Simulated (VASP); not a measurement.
# Be2ZnTe5 (P-42m) in VASP: single point with PBE

Aim: the single point of Be2ZnTe5 with PBE.

All numbers are computed with VASP 6.6.1; they aren't measurements. Logs are shortened: lines on timing, memory, paths and dates and some standing lists are left out, and cuts for length are marked.

**1. The cell of the first run**

It takes space group P-42m (No. 111, tetragonal). Conventional cell: a = 5.870 Å, b = 5.870 Å, c = 6.780 Å, α = 90.00°, β = 90.00°, γ = 90.00°. Be (site symmetry 222) has 4 Te at 2.47 Å within 3.3 Å. Zn (site symmetry -42m) has 4 Te at 2.82 Å within 3.7 Å. Within 3.3 Å of Te (site symmetry m) lie 2 Be at 2.47 Å and 1 Zn at 2.82 Å and 1 Te at 3.03 Å. Te (site symmetry -42m) has 4 Te at 3.03 Å and 4 Zn at 4.15 Å within 4.2 Å.

**2. Single point, PBE**

INCAR

```
SYSTEM = Be2ZnTe5
  PREC = Accurate
  ENCUT = 520
  EDIFF = 1E-6
  ISMEAR = 0
  SIGMA = 0.1
  LREAL = .FALSE.
  LASPH = .TRUE.
  NELM = 80
  ALGO = Normal
  ISIF = 2
  LWAVE = .FALSE.
  LCHARG = .FALSE.
  GGA = PE
  NBANDS = 33
```

KPOINTS

```
regular mesh
0
G
  6 6 6
  0 0 0
```

POSCAR

```
Be2ZnTe5
1.0
    5.8702468696      0.0000000000      0.0000000000
    0.0000000000      5.8702468696      0.0000000000
    0.0000000000      0.0000000000      6.7798048081
Be Zn Te
2 1 5
Direct
    0.5000000000      0.0000000000      0.5000000000
    0.0000000000      0.5000000000      0.5000000000
    0.0000000000      0.0000000000      0.0000000000
    0.2325540602      0.2325540602      0.3041754512
    0.2325540602      0.7674459398      0.6958245488
    0.7674459398      0.2325540602      0.6958245488
    0.7674459398      0.7674459398      0.3041754512
    0.5000000000      0.5000000000      0.0000000000
```

Potentials or basis: VASP PAW PBE potentials, release 64 (Be, Zn, Te).

Started as:

```
$ cat potpaw_PBE.64/Be/POTCAR potpaw_PBE.64/Zn/POTCAR potpaw_PBE.64/Te/POTCAR > POTCAR
$ mpirun -np 1 vasp_std > vasp.out
```

OUTCAR:

```text
SYSTEM = Be2ZnTe5
   PREC = Accurate
   ENCUT = 520
   EDIFF = 1E-6
   ISMEAR = 0
   LREAL = .FALSE.
   LASPH = .TRUE.
   NELM = 80
   ISIF = 2
   GGA = PE

 ion  position               nearest neighbor table
   1  0.500  0.000  0.500-   4 2.47   5 2.47   6 2.47   7 2.47
   2  0.000  0.500  0.500-   4 2.47   5 2.47   6 2.47   7 2.47
   3  0.000  0.000  0.000-   4 2.82   5 2.82   6 2.82   7 2.82
   4  0.233  0.233  0.304-   1 2.47   2 2.47   3 2.82   8 3.03
   5  0.233  0.767  0.696-   1 2.47   2 2.47   3 2.82   8 3.03
   6  0.767  0.233  0.696-   1 2.47   2 2.47   3 2.82   8 3.03
   7  0.767  0.767  0.304-   1 2.47   2 2.47   3 2.82   8 3.03
   8  0.500  0.500  0.000-   4 3.03   5 3.03   6 3.03   7 3.03

  LATTYP: Found a simple tetragonal cell.
 ALAT       =     5.8702468696
 C/A-ratio  =     1.1549437287

  Lattice vectors:

 A1 = (   5.8702468696,   0.0000000000,   0.0000000000)
 A2 = (   0.0000000000,   5.8702468696,   0.0000000000)
 A3 = (   0.0000000000,   0.0000000000,   6.7798048081)

Analysis of symmetry for initial positions (statically):
=====================================================================
 Subroutine PRICEL returns:
 Original cell was already a primitive cell.

 Routine SETGRP: Setting up the symmetry group for a
 simple tetragonal supercell.

 Subroutine GETGRP returns: Found  8 space group operations
 (whereof  8 operations were pure point group operations)
 out of a pool of 16 trial point group operations.

The static configuration has the point symmetry D_2d.

Analysis of symmetry for dynamics (positions and initial velocities):
=====================================================================
 Subroutine PRICEL returns:
 Original cell was already a primitive cell.

 Routine SETGRP: Setting up the symmetry group for a
 simple tetragonal supercell.

 Subroutine GETGRP returns: Found  8 space group operations
 (whereof  8 operations were pure point group operations)
 out of a pool of 16 trial point group operations.

The dynamic configuration has the point symmetry D_2d.

 Subroutine INISYM returns: Found  8 space group operations
 (whereof  8 operations are pure point group operations),
 and found     1 'primitive' translations

----------------------------------------------------------------------------------------

                                     Primitive cell

  volume of cell :     233.6307

  direct lattice vectors                    reciprocal lattice vectors
     5.870246870  0.000000000  0.000000000     0.170350587  0.000000000  0.000000000
     0.000000000  5.870246870  0.000000000     0.000000000  0.170350587  0.000000000
     0.000000000  0.000000000  6.779804808     0.000000000  0.000000000  0.147496872

  length of vectors
     5.870246870  5.870246870  6.779804808     0.170350587  0.170350587  0.147496872

  position of ions in fractional coordinates (direct lattice)
     0.500000000  0.000000000  0.500000000
     0.000000000  0.500000000  0.500000000
     0.000000000  0.000000000  0.000000000
     0.232554060  0.232554060  0.304175451
     0.232554060  0.767445940  0.695824549
     0.767445940  0.232554060  0.695824549
     0.767445940  0.767445940  0.304175451
     0.500000000  0.500000000  0.000000000

  ion indices of the primitive-cell ions
   primitive index   ion index
                 1           1
                 2           2
                 3           3
                 4           4
                 5           5
                 6           6
                 7           7
                 8           8

----------------------------------------------------------------------------------------

 KPOINTS: regular mesh

Automatic generation of k-mesh.
 Grid dimensions read from file:
 generate k-points for:    6    6    6

 Generating k-lattice:

  Cartesian coordinates                     Fractional coordinates (reciprocal lattice)
     0.028391764  0.000000000  0.000000000     0.166666667  0.000000000  0.000000000
     0.000000000  0.028391764  0.000000000     0.000000000  0.166666667  0.000000000
     0.000000000  0.000000000  0.024582812     0.000000000  0.000000000  0.166666667

  Length of vectors
     0.028391764  0.028391764  0.024582812

  Shift w.r.t. Gamma in fractional coordinates (k-lattice)
     0.000000000  0.000000000  0.000000000

 Subroutine IBZKPT returns following result:
 ===========================================

 Found     40 irreducible k-points:

 Following reciprocal coordinates:
            Coordinates               Weight
  0.000000  0.000000  0.000000      1.000000
  0.166667  0.000000  0.000000      4.000000
  0.333333  0.000000  0.000000      4.000000
  0.500000  0.000000  0.000000      2.000000
  0.166667  0.166667  0.000000      4.000000
  0.333333  0.166667  0.000000      8.000000
[... 16 lines left out ...]
  0.333333  0.000000  0.333333      8.000000
  0.500000  0.000000  0.333333      4.000000
 [... further k-points ...]
   k-points           NKPTS =     40   k-points in BZ     NKDIM =     40   number of bands    NBANDS=     33
   number of dos      NEDOS =    301   number of ions     NIONS =      8
   total plane-waves  NPLWV = 115200
   dimension x,y,z NGX =    48 NGY =   48 NGZ =   50
   dimension x,y,z NGXF=    96 NGYF=   96 NGZF=  100
   ions per type =               2   1   5
   NGX,Y,Z   is equivalent  to a cutoff of  13.59, 13.59, 12.26 a.u.
   NGXF,Y,Z  is equivalent  to a cutoff of  27.19, 27.19, 24.52 a.u.
 SYSTEM =  Be2ZnTe5
   PREC   = accura    normal or accurate (medium, high low for compatibility)
   ISTART =      0    job   : 0-new  1-cont  2-samecut
   ICHARG =      2    charge: 1-file 2-atom 10-const
   ISPIN  =      1    spin polarized calculation?
   LNONCOLLINEAR =      F non collinear calculations
   LSORBIT =      F    spin-orbit coupling
   LASPH  =      T    aspherical Exc in radial PAW
   ENCUT  =  520.0 eV  38.22 Ry    6.18 a.u.  10.91 10.91 12.61*2*pi/ulx,y,z
   NELM   =     80;   NELMIN=  2; NELMDL= -5     # of ELM steps
   EDIFF  = 0.1E-05   stopping-criterion for ELM
   LREAL  =      F    real-space projection
   EDIFFG = 0.1E-04   stopping-criterion for IOM
   NSW    =      0    number of steps for IOM
   IBRION =     -1    ionic relax: 0-MD 1-quasi-New 2-CG
   NFREE  =      0    steps in history (QN), initial steepest desc. (CG)
   ISIF   =      2    stress and relaxation
   ISYM   =      2    0-nonsym 1-usesym 2-fastsym
   POTIM  = 0.5000    time-step for ionic-motion
   TEBEG  =    0.0;   TEEND  =   0.0 temperature during run
   PSTRESS=    0.0 pullay stress
   NELECT =      46.0000    total number of electrons
   NUPDOWN=      -1.0000    fix difference up-down
   EMIN   =  10.00;   EMAX   =-10.00  energy-range for DOS
   EFERMI =   0.00;   METHOD = LEGACY
   ISMEAR =     0;   SIGMA  =   0.10  broadening in eV -4-tet -1-fermi 0-gaus
   EFERMI_NEDOS =   21; number of points for ismear=-14 and -15
   IALGO  =     38    algorithm
   IMIX   =      4    mixing-type and parameters
     AMIX     =   0.40;   BMIX     =  1.00
     AMIX_MAG =   1.60;   BMIX_MAG =  1.00
  volume/ion in A,a.u.               =      29.20       197.08
  Fermi-wavevector in a.u.,A,eV,Ry     =   0.952396  1.799767 12.341270  0.907058
  Thomas-Fermi vector in A             =   2.080955
   LORBIT       =      0    0 simple, 1 ext, 2 COOP (PROOUT), +10 PAW based schemes
   GGA     = PE    functional components
   LHFCALC =     F    Hartree Fock is set to
   AEXX    =    0.0000 exact exchange contribution
   IVDW    =     0    specifies the selected vdW correction
   LEPSILON=     F    determine dielectric tensor
   LRPA    =     F    only Hartree local field effects (RPA)
 non-spin polarized calculation
 Gauss-broadening in eV      SIGMA  =   0.10
  energy-cutoff  :      520.00
  volume of cell :      233.63
 maximum number of plane-waves:      6336
 NGX is ok and might be reduce to    48
   NGX = 21   NGY = 21   NGZ = 25

 number of electron      45.9999997 magnetization

 Free energy of the ion-electron system (eV)
  ---------------------------------------------------
  ext. energy  EPLUGINS =         0.00000000
  ---------------------------------------------------
  free energy    TOTEN  =       -24.47399847 eV

  energy without entropy =      -24.46077537  energy(sigma->0) =      -24.46738692

 E-fermi :   4.9372     XC(G=0):  -8.6425

 val. band max:        4.9068827758   @ k =   0.3333   0.3333   0.5000
 cond. band min:       4.9377949826   @ k =   0.1667   0.0000   0.3333
 fundamental gap:      0.0309122068
 Fermi energy:         4.9372482849

 k-point     1 :       0.0000    0.0000    0.0000
  band No.  band energies     occupation
      1      -8.2984      2.00000
      2      -6.6764      2.00000
      3      -6.5080      2.00000
      4      -6.5080      2.00000
      5      -6.0537      2.00000
      6      -2.8755      2.00000
[... 25 lines left out ...]
     32      10.3035      0.00000
     33      10.3804      0.00000

 k-point     2 :       0.1667    0.0000    0.0000
  band No.  band energies     occupation
      1      -8.2284      2.00000
      2      -6.7620      2.00000
      3      -6.6600      2.00000
      4      -6.5134      2.00000
      5      -5.8864      2.00000
      6      -2.8900      2.00000
[... 25 lines left out ...]
     32      10.0917      0.00000
     33      10.5293      0.00000

 k-point     3 :       0.3333    0.0000    0.0000
  band No.  band energies     occupation
      1      -8.0336      2.00000
      2      -7.1713      2.00000
      3      -6.6187      2.00000
      4      -6.5326      2.00000
      5      -5.7023      2.00000
      6      -2.9085      2.00000
[... 25 lines left out ...]
     32       9.7704      0.00000
     33       9.8210      0.00000

 k-point     4 :       0.5000    0.0000    0.0000
  band No.  band energies     occupation
      1      -7.8487      2.00000
      2      -7.4375      2.00000
      3      -6.5769      2.00000
      4      -6.5632      2.00000
      5      -5.6349      2.00000
      6      -2.9159      2.00000
[... 25 lines left out ...]
     32       9.1152      0.00000
     33       9.2117      0.00000

 k-point     5 :       0.1667    0.1667    0.0000
  band No.  band energies     occupation
      1      -8.1615      2.00000
      2      -6.8396      2.00000
      3      -6.6537      2.00000
      4      -6.6227      2.00000
      5      -5.7739      2.00000
      6      -2.8888      2.00000
[... 604 lines left out ...]
 k-point    22 :       0.1667    0.0000    0.3333
  band No.  band energies     occupation
      1      -7.9932      2.00000
      2      -7.3462      2.00000
      3      -6.6228      2.00000
      4      -6.5409      2.00000
      5      -5.4906      2.00000
      6      -2.8941      2.00000
[... 25 lines left out ...]
     32       8.5193      0.00000
     33       9.0512      0.00000

 k-point    23 :       0.3333    0.0000    0.3333
  band No.  band energies     occupation
      1      -7.8326      2.00000
      2      -7.3089      2.00000
      3      -6.8463      2.00000
      4      -6.6293      2.00000
      5      -5.4316      2.00000
      6      -2.8969      2.00000
[... 25 lines left out ...]
     32       8.8989      0.00000
     33       9.4479      0.00000

 k-point    24 :       0.5000    0.0000    0.3333
  band No.  band energies     occupation
      1      -7.7018      2.00000
      2      -7.3450      2.00000
      3      -6.9328      2.00000
      4      -6.6886      2.00000
      5      -5.4073      2.00000
      6      -2.8971      2.00000
[... 25 lines left out ...]
     32       9.0729      0.00000
     33       9.1115      0.00000

 [... further k-points ...]

------------------------ aborting loop because EDIFF is reached ----------------------------------------

  FORCE on cell =-STRESS in cart. coord.  units (eV):
  Direction    XX          YY          ZZ          XY          YZ          ZX
  --------------------------------------------------------------------------------------
  -------------------------------------------------------------------------------------
  Total        0.0728669      0.0728669      0.0740406      0.0000000      0.0000000      0.0000000
  in kB        0.4997019      0.4997019      0.5077505      0.0000000      0.0000000      0.0000000
  external PRESSURE =       0.5023848 kB  Pullay stress =       0.0000000 kB

 VOLUME and BASIS-vectors are now :
 -----------------------------------------------------------------------------
  energy-cutoff  :      520.00
  volume of cell :      233.63
      direct lattice vectors                 reciprocal lattice vectors
     5.870246870  0.000000000  0.000000000     0.170350587  0.000000000  0.000000000
     0.000000000  5.870246870  0.000000000     0.000000000  0.170350587  0.000000000
     0.000000000  0.000000000  6.779804808     0.000000000  0.000000000  0.147496872

 POSITION                                       TOTAL-FORCE (eV/Angst)
 -----------------------------------------------------------------------------------
      2.93512      0.00000      3.38990        -0.000000     -0.000000      0.000000
      0.00000      2.93512      3.38990        -0.000000      0.000000      0.000000
      0.00000      0.00000      0.00000        -0.000000      0.000000      0.000000
      1.36515      1.36515      2.06225         0.003696      0.003696     -0.006054
      1.36515      4.50510      4.71755         0.003696     -0.003696      0.006054
      4.50510      1.36515      4.71755        -0.003696      0.003696      0.006054
      4.50510      4.50510      2.06225        -0.003696     -0.003696     -0.006054
      2.93512      2.93512      0.00000        -0.000000     -0.000000      0.000000
 -----------------------------------------------------------------------------------
    total drift:                               -0.000000     -0.000000      0.000000

  FREE ENERGIE OF THE ION-ELECTRON SYSTEM (eV)
  ---------------------------------------------------
  free  energy   TOTEN  =       -24.4739984725 eV

  energy  without entropy=      -24.4607753734  energy(sigma->0) =      -24.46738692
```

It took 10 min on 1 thread of Intel Xeon 8259CL, shared host; peak memory 0.5 GiB.

What came out:

```
Free energy            : -24.4740 eV
Pressure               : 0.1 GPa
Largest force          : 0.008 eV/Å
Band gap on the k mesh : zero (bands 23 and 24 overlap by 0.91 eV)
```

Forces in eV/Å, atoms in the order of the input:
```
Be   0.000  0.000  0.000
Be   0.000  0.000  0.000
Zn   0.000  0.000  0.000
Te   0.004  0.004 -0.006
Te   0.004 -0.004  0.006
Te  -0.004  0.004  0.006
Te  -0.004 -0.004 -0.006
Te   0.000  0.000  0.000
```

Caveat: spin-orbit coupling is left out, which moves the levels of the heavy elements.

The gap in the log of VASP goes by the Fermi energy; the results here count the filled bands.